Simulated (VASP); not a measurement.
A run of VASP 6.6.1 is set up as follows.

The input INCAR:

```
SYSTEM = Bi
PREC = Accurate ; ENCUT = 520
EDIFF = 1E-6 ; ISMEAR = -1
SIGMA = 0.02 ; LREAL = .FALSE.
LASPH = .TRUE. ; NELM = 100
ALGO = Normal ; ISIF = 2
LWAVE = .FALSE. ; LCHARG = .TRUE.
LDIPOL = .TRUE. ; IDIPOL = 3
DIPOL = 0.5 0.5 0.324 ; GGA = PE
LELF = .TRUE. ; LVHAR = .TRUE.
LVACPOTAV = .TRUE. ; NBANDS = 38
```

The input KPOINTS:

```
Automatic mesh
0
G
  6 6 1
  0 0 0
```

Contents of POSCAR:

```
Bi
1.0
    5.2717979656      0.0000000000      0.0000000000
    0.0000000000      4.6552880131      0.0000000000
    0.0000000000      0.0000000000     29.3597916812
Bi
4
Direct
    0.0563923798      0.0000000000      0.3735162676
    0.4436076202      0.5000000000      0.3735162676
    0.5563923798      0.5000000000      0.2736272887
    0.9436076202      0.0000000000      0.2736272887
```

Potentials or basis: VASP PAW PBE potentials, release 64 (Bi_d).

Run with:

```sh
$ cat potpaw_PBE.64/Bi_d/POTCAR > POTCAR
$ mpirun -np 1 vasp_std > vasp.out
```

(1) What does it give for the band gap on the k mesh?

(2) What does it give for the largest force?

Results:

(1) 0.52 eV, indirect (least direct gap 0.53 eV).

(2) 0.212 eV/Å.

Caveat: the cell differs from its parent crystal (strain +3.0%); spin-orbit coupling is left out, which moves the levels of the heavy elements.
